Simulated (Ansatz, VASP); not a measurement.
Two plane-wave programs on MgO

```
CELL_PARAMETERS angstrom
3.48638 0.00000 0.00000
-1.74319 3.01929 0.00000
0.00000 0.00000 4.17804
ATOMIC_POSITIONS crystal
Mg 0.66667 0.33333 0.75000
Mg 0.33333 0.66667 0.25000
O 0.66667 0.33333 0.25000
O 0.33333 0.66667 0.75000
```

Alike in both runs: task single point; functional PBEsol; k mesh 6 × 6 × 6; no spin polarisation.

```csv
,VASP,Ansatz
version,VASP 6.6.1,Ansatz 0.2.0
potentials or method,"VASP PAW PBE potentials, release 64 (Mg, O), cutoff 520 eV","plane waves, PAW"
occupations,"gaussian, width 0.01 eV",fixed
valence electrons in the cell,16,32
```

|  | VASP | Ansatz | Ansatz less VASP |
| --- | --- | --- | --- |
| pressure (GPa) | 0.8 | 1.1 | +0.37 |
| traceless stress, the component that is largest in VASP (GPa) | 0.19 | 0.26 | +0.066 |

VASP's potentials were made for PBE, not for PBEsol. VASP's potentials hold 16 valence electrons a cell and Ansatz's 32, so a difference there can come from the potentials and not from the codes.
